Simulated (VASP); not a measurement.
**Ni: single point with LDA**

Crystal: Ni.

```
Ni
1.0
     0.00000    1.74570    1.74570
     1.74570    0.00000    1.74570
     1.74570    1.74570    0.00000
Ni
1
Direct
  0.00000 0.00000 0.00000
```

* Program: VASP 6.6.1
* Task: single point
* Functional: LDA
* Potentials or basis: VASP PAW LDA potentials, release 64 (Ni)
* Cutoff: 520 eV
* k mesh: 24 × 24 × 24
* Occupations: gaussian, width 0.15 eV
* Spin: collinear spin, ferromagnetic start
* Starting moments: [0.25] μB
* Fixed moment: 0.25 μB
* Dipole correction: no
* Further INCAR settings: ALGO = Fast; EDIFF = 1e-06; NBANDS = 15

```
Pressure                                              : -13.5 GPa
Net moment                                            : 0.25 μB per cell
Site moments                                          : Ni +0.25 μB
Valence electrons inside the program's atomic spheres : Ni 9.36
```

Wall time 3.9 min on 1 thread of AMD EPYC 7R13 (shared host), peak memory 0.17 GiB.

Caveat: the cell stands under tension; the total moment is fixed, so each spin has its own Fermi level.
